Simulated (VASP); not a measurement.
# N (R3) in VASP: single point with PBEsol

Aim: the single point of N with PBEsol.

All numbers are computed with VASP 6.6.1; they aren't measurements. Logs are shortened: lines on timing, memory, paths and dates and some standing lists are left out, and cuts for length are marked.

**1. The cell of the first run**

The typed cell holds 4 atoms: a = 6.382 Å, b = 6.382 Å, c = 6.382 Å, α = 109.47°, β = 109.47°, γ = 109.47°.

**2. Single point, PBEsol, collinear spin, ferromagnetic start**

INCAR

```
SYSTEM = N
  ALGO = Normal
  EDIFF = 1E-6
  ENCUT = 520
  GGA = PS
  ISIF = 2
  ISMEAR = 0
  ISPIN = 2
  LASPH = .TRUE.
  LCHARG = .FALSE.
  LORBIT = 11
  LREAL = .FALSE.
  LWAVE = .FALSE.
  MAGMOM = 3.24 3.24 3.24 3.24
  NBANDS = 22
  NELM = 150
  PREC = Accurate
  SIGMA = 0.05
```

KPOINTS

```
k-points
0
G
  4 4 4
  0 0 0
```

POSCAR

```
N
1.0
    6.1414402073     -1.2282880415     -1.2282880415
   -1.2282880415      6.1414402073     -1.2282880415
   -1.2282880415     -1.2282880415      6.1414402073
N
4
Direct
    0.0000638858      0.0000638858      0.0000638858
    0.4999361142      0.9999361142      0.5000638858
    0.5000638858      0.4999361142      0.9999361142
    0.9999361142      0.5000638858      0.4999361142
```

Potentials or basis: VASP PAW PBE potentials, release 64 (N).

Run with:

```bash
$ cat potpaw_PBE.64/N/POTCAR > POTCAR
$ mpirun -np 1 vasp_std > vasp.out
```

OUTCAR:

```text
SYSTEM = N
   EDIFF = 1E-6
   ENCUT = 520
   GGA = PS
   ISIF = 2
   ISMEAR = 0
   ISPIN = 2
   LASPH = .TRUE.
   LORBIT = 11
   LREAL = .FALSE.
   NELM = 150
   PREC = Accurate

 ion  position               nearest neighbor table
   1  0.000  0.000  0.000-
   2  0.500  1.000  0.500-
   3  0.500  0.500  1.000-
   4  1.000  0.500  0.500-

  LATTYP: Found a body centered cubic cell.
 ALAT       =     7.3697282488

  Lattice vectors:

 A1 = (   6.1414402073,  -1.2282880415,  -1.2282880415)
 A2 = (  -1.2282880415,   6.1414402073,  -1.2282880415)
 A3 = (  -1.2282880415,  -1.2282880415,   6.1414402073)

Analysis of symmetry for initial positions (statically):
=====================================================================
 Subroutine PRICEL returns:
 Original cell was already a primitive cell.

 Routine SETGRP: Setting up the symmetry group for a
 body centered cubic supercell.

 Subroutine GETGRP returns: Found  3 space group operations
 (whereof  3 operations were pure point group operations)
 out of a pool of 48 trial point group operations.

The static configuration has the point symmetry C_3 .

Analysis of symmetry for dynamics (positions and initial velocities):
=====================================================================
 Subroutine PRICEL returns:
 Original cell was already a primitive cell.

 Routine SETGRP: Setting up the symmetry group for a
 body centered cubic supercell.

 Subroutine GETGRP returns: Found  3 space group operations
 (whereof  3 operations were pure point group operations)
 out of a pool of 48 trial point group operations.

The dynamic configuration has the point symmetry C_3 .

Analysis of structural, dynamic, and magnetic symmetry:
=====================================================================
 Subroutine PRICEL returns:
 Original cell was already a primitive cell.

 Routine SETGRP: Setting up the symmetry group for a
 body centered cubic supercell.

 Subroutine GETGRP returns: Found  3 space group operations
 (whereof  3 operations were pure point group operations)
 out of a pool of 48 trial point group operations.

The overall configuration has the point symmetry C_3 .

 Subroutine INISYM returns: Found  3 space group operations
 (whereof  3 operations are pure point group operations),
 and found     1 'primitive' translations

----------------------------------------------------------------------------------------

                                     Primitive cell

  volume of cell :     200.1356

  direct lattice vectors                    reciprocal lattice vectors
     6.141440207 -1.228288041 -1.228288041     0.180920285  0.045230071  0.045230071
    -1.228288041  6.141440207 -1.228288041     0.045230071  0.180920285  0.045230071
    -1.228288041 -1.228288041  6.141440207     0.045230071  0.045230071  0.180920285

  length of vectors
     6.382371882  6.382371882  6.382371882     0.191894940  0.191894940  0.191894940

  position of ions in fractional coordinates (direct lattice)
     0.000063886  0.000063886  0.000063886
     0.499936114  0.999936114  0.500063886
     0.500063886  0.499936114  0.999936114
     0.999936114  0.500063886  0.499936114

  ion indices of the primitive-cell ions
   primitive index   ion index
                 1           1
                 2           2
                 3           3
                 4           4

----------------------------------------------------------------------------------------

 KPOINTS: k-points

Automatic generation of k-mesh.
 Grid dimensions read from file:
 generate k-points for:    4    4    4

 Generating k-lattice:

  Cartesian coordinates                     Fractional coordinates (reciprocal lattice)
     0.045230071  0.011307518  0.011307518     0.250000000  0.000000000  0.000000000
     0.011307518  0.045230071  0.011307518     0.000000000  0.250000000  0.000000000
     0.011307518  0.011307518  0.045230071     0.000000000  0.000000000  0.250000000

  Length of vectors
     0.047973735  0.047973735  0.047973735

  Shift w.r.t. Gamma in fractional coordinates (k-lattice)
     0.000000000  0.000000000  0.000000000

 Subroutine IBZKPT returns following result:
 ===========================================

 Found     14 irreducible k-points:

 Following reciprocal coordinates:
            Coordinates               Weight
  0.000000  0.000000  0.000000      1.000000
  0.250000  0.000000  0.000000      6.000000
  0.250000  0.000000 -0.250000      6.000000
  0.500000  0.000000  0.000000      3.000000
  0.500000  0.000000  0.500000      3.000000
  0.250000  0.250000  0.000000      6.000000
  0.500000  0.000000 -0.250000      6.000000
  0.500000 -0.250000  0.000000      6.000000
  0.500000 -0.250000 -0.250000      6.000000
  0.250000  0.250000  0.250000      2.000000
 -0.250000  0.250000  0.250000      6.000000
  0.500000  0.500000  0.250000      6.000000
  0.250000 -0.250000  0.500000      6.000000
  0.500000  0.500000  0.500000      1.000000
   k-points           NKPTS =     14   k-points in BZ     NKDIM =     14   number of bands    NBANDS=     22
   number of dos      NEDOS =    301   number of ions     NIONS =      4
   total plane-waves  NPLWV = 110592
   dimension x,y,z NGX =    48 NGY =   48 NGZ =   48
   dimension x,y,z NGXF=    96 NGYF=   96 NGZF=   96
   ions per type =               4
   NGX,Y,Z   is equivalent  to a cutoff of  12.50, 12.50, 12.50 a.u.
   NGXF,Y,Z  is equivalent  to a cutoff of  25.01, 25.01, 25.01 a.u.
 SYSTEM =  N
   PREC   = accura    normal or accurate (medium, high low for compatibility)
   ISTART =      0    job   : 0-new  1-cont  2-samecut
   ICHARG =      2    charge: 1-file 2-atom 10-const
   ISPIN  =      2    spin polarized calculation?
   LNONCOLLINEAR =      F non collinear calculations
   LSORBIT =      F    spin-orbit coupling
   LASPH  =      T    aspherical Exc in radial PAW
   ENCUT  =  520.0 eV  38.22 Ry    6.18 a.u.  11.87 11.87 11.87*2*pi/ulx,y,z
   NELM   =    150;   NELMIN=  2; NELMDL= -5     # of ELM steps
   EDIFF  = 0.1E-05   stopping-criterion for ELM
   LREAL  =      F    real-space projection
   EDIFFG = 0.1E-04   stopping-criterion for IOM
   NSW    =      0    number of steps for IOM
   IBRION =     -1    ionic relax: 0-MD 1-quasi-New 2-CG
   NFREE  =      0    steps in history (QN), initial steepest desc. (CG)
   ISIF   =      2    stress and relaxation
   ISYM   =      2    0-nonsym 1-usesym 2-fastsym
   POTIM  = 0.5000    time-step for ionic-motion
   TEBEG  =    0.0;   TEEND  =   0.0 temperature during run
   PSTRESS=    0.0 pullay stress
   NELECT =      20.0000    total number of electrons
   NUPDOWN=      -1.0000    fix difference up-down
   EMIN   =  10.00;   EMAX   =-10.00  energy-range for DOS
   EFERMI =   0.00;   METHOD = LEGACY
   ISMEAR =     0;   SIGMA  =   0.05  broadening in eV -4-tet -1-fermi 0-gaus
   EFERMI_NEDOS =   21; number of points for ismear=-14 and -15
   IALGO  =     38    algorithm
   IMIX   =      4    mixing-type and parameters
     AMIX     =   0.40;   BMIX     =  1.00
     AMIX_MAG =   1.60;   BMIX_MAG =  1.00
  volume/ion in A,a.u.               =      50.03       337.65
  Fermi-wavevector in a.u.,A,eV,Ry     =   0.759702  1.435629  7.852566  0.577147
  Thomas-Fermi vector in A             =   1.858556
   LORBIT       =     11    0 simple, 1 ext, 2 COOP (PROOUT), +10 PAW based schemes
   GGA     = PS    functional components
   LHFCALC =     F    Hartree Fock is set to
   AEXX    =    0.0000 exact exchange contribution
   IVDW    =     0    specifies the selected vdW correction
   LEPSILON=     F    determine dielectric tensor
   LRPA    =     F    only Hartree local field effects (RPA)
 spin polarized calculation
 Gauss-broadening in eV      SIGMA  =   0.05
  energy-cutoff  :      520.00
  volume of cell :      200.14
 maximum number of plane-waves:      5425
   NGX = 23   NGY = 23   NGZ = 23

 number of electron      20.0000002 magnetization      11.9999968

 Free energy of the ion-electron system (eV)
  ---------------------------------------------------
  ext. energy  EPLUGINS =         0.00000000
  ---------------------------------------------------
  free energy    TOTEN  =       -12.73879573 eV

  energy without entropy =      -12.73879573  energy(sigma->0) =      -12.73879573

 E-fermi :  -6.0073     XC(G=0):  -4.2746

 val. band max:       -6.2163134906   @ k =   0.0000   0.0000   0.0000
 cond. band min:      -3.1710347404   @ k =   0.5000   0.5000   0.5000
 fundamental gap:      3.0452787501
 Fermi energy:        -6.0072802527

 spin component 1

 k-point     1 :       0.0000    0.0000    0.0000
  band No.  band energies     occupation
      1     -18.1904      1.00000
      2     -18.0123      1.00000
      3     -18.0123      1.00000
      4     -18.0123      1.00000
      5      -6.8624      1.00000
      6      -6.8624      1.00000
[... 323 lines left out ...]
      5      -7.0136      1.00000
      6      -7.0136      1.00000
[... 14 lines left out ...]
     21       3.7305      0.00000
     22       3.7305      0.00000
 Fermi energy:        -6.0072802527

 spin component 2

 k-point     1 :       0.0000    0.0000    0.0000
  band No.  band energies     occupation
      1     -13.6935      1.00000
      2     -13.4036      1.00000
      3     -13.4036      1.00000
      4     -13.4036      1.00000
      5      -2.8036      0.00000
      6      -2.8036      0.00000
[... 324 lines left out ...]
      6      -3.1710      0.00000
[... 14 lines left out ...]
     21       4.8949      0.00000
     22       4.8949      0.00000

------------------------ aborting loop because EDIFF is reached ----------------------------------------

  FORCE on cell =-STRESS in cart. coord.  units (eV):
  Direction    XX          YY          ZZ          XY          YZ          ZX
  --------------------------------------------------------------------------------------
  -------------------------------------------------------------------------------------
  Total        0.1119541      0.1119541      0.1119541     -0.0000069     -0.0000069     -0.0000069
  in kB        0.8962435      0.8962435      0.8962435     -0.0000551     -0.0000551     -0.0000551
  external PRESSURE =       0.8962435 kB  Pullay stress =       0.0000000 kB

 VOLUME and BASIS-vectors are now :
 -----------------------------------------------------------------------------
  energy-cutoff  :      520.00
  volume of cell :      200.14
      direct lattice vectors                 reciprocal lattice vectors
     6.141440207 -1.228288041 -1.228288041     0.180920285  0.045230071  0.045230071
    -1.228288041  6.141440207 -1.228288041     0.045230071  0.180920285  0.045230071
    -1.228288041 -1.228288041  6.141440207     0.045230071  0.045230071  0.180920285

 POSITION                                       TOTAL-FORCE (eV/Angst)
 -----------------------------------------------------------------------------------
      0.00024      0.00024      0.00024         0.000003      0.000003      0.000003
      1.22790      4.91276      1.22884         0.000082     -0.000006     -0.000079
      1.22884      1.22790      4.91276        -0.000079      0.000082     -0.000006
      4.91276      1.22884      1.22790        -0.000006     -0.000079      0.000082
 -----------------------------------------------------------------------------------
    total drift:                                0.000000      0.000000      0.000000

  FREE ENERGIE OF THE ION-ELECTRON SYSTEM (eV)
  ---------------------------------------------------
  free  energy   TOTEN  =       -12.7387957253 eV

  energy  without entropy=      -12.7387957253  energy(sigma->0) =      -12.73879573

 total charge

# of ion       s       p       d       tot
------------------------------------------
    1        1.360   1.908   0.000   3.268
    2        1.360   1.908   0.000   3.268
    3        1.360   1.908   0.000   3.268
    4        1.360   1.908   0.000   3.268
--------------------------------------------------
tot          5.441   7.633   0.000  13.074

 magnetization (x)

# of ion       s       p       d       tot
------------------------------------------
    1        0.036   1.908   0.000   1.944
    2        0.036   1.908   0.000   1.944
    3        0.036   1.908   0.000   1.944
    4        0.036   1.908   0.000   1.944
--------------------------------------------------
tot          0.144   7.633   0.000   7.776
```

Run time: 62 s. Hardware: 1 thread of Intel Xeon 6975P-C (Granite Rapids), shared host; peak memory 0.42 GiB.

What came out:

- Free energy: -12.7388 eV
- Pressure: 0.1 GPa
- Band gap on the k mesh: 3.05 eV
- Net moment: 12.00 μB per cell
- Site moments: N +1.94 μB
- Valence electrons inside the program's atomic spheres: N 3.27

Caveat: the PAW data sets were made with another functional, which shifts forces and pressure a little. A k mesh can miss the band edges.
